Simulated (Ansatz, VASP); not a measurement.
HgTe in VASP and in Ansatz

The input INCAR:

```
SYSTEM = HgTe
PREC = Accurate ; ENCUT = 500
EDIFF = 1E-6 ; ISMEAR = -1
SIGMA = 0.15 ; LREAL = .False.
LASPH = .True. ; NELM = 120
ALGO = Normal ; ISIF = 2
LWAVE = .False. ; LCHARG = .False.
GGA = PE ; NBANDS = 16
GGA_COMPAT = .False.
```

Contents of KPOINTS:

```
regular mesh
0
Gamma
  12 12 12
  0 0 0
```

Contents of POSCAR:

```
HgTe
1.0
    0.0000000000      3.3622663616      3.3622663616
    3.3622663616      0.0000000000      3.3622663616
    3.3622663616      3.3622663616      0.0000000000
Hg Te
1 1
Direct
    0.0000000000      0.0000000000      0.0000000000
    0.7500000000      0.7500000000      0.7500000000
```

Input for Ansatz:

```yaml
crystal:
  lattice:
    - [0.0, 3.3622663616, 3.3622663616]
    - [3.3622663616, 0.0, 3.3622663616]
    - [3.3622663616, 3.3622663616, 0.0]
  atoms:
    - { symbol: Hg, position: [0.0, 0.0, 0.0] }
    - { symbol: Te, position: [0.75, 0.75, 0.75] }
basis:
  ecutwfc: 420
  precision: f64
kpoints:
  mp_grid: { grid: [12, 12, 12] }
hamiltonian:
  xc: pbe
scf:
  occupations: { method: fermi_dirac, width: 0.15 }
  eigensolver: { kind: davidson }
output:
  forces: true
  eigenvalues: true
  stress: true
```

Alike in both runs: task single point; functional PBE; k mesh 12 × 12 × 12; occupations fermi-dirac, width 0.15 eV; no spin polarisation.

|  | VASP | Ansatz |
| --- | --- | --- |
| version | VASP 6.6.1 | Ansatz 0.2.0 |
| potentials or method | VASP PAW PBE potentials, release 64 (Hg, Te), cutoff 500 eV | scalar-relativistic, plane waves, PAW |
| valence electrons in the cell | 18 | 36 |

|  | VASP | Ansatz | Ansatz less VASP |
| --- | --- | --- | --- |
| gap on the k mesh at the Fermi level (eV) | none | none | - |
| pressure (GPa) | -1.0 | -1.0 | -0.04 |

A gap of «none» marks a metal or a gap that the smearing closes. VASP's potentials hold 18 valence electrons a cell and Ansatz's 36, so a difference there can come from the potentials and not from the codes.

Neither program's run includes spin-orbit coupling.
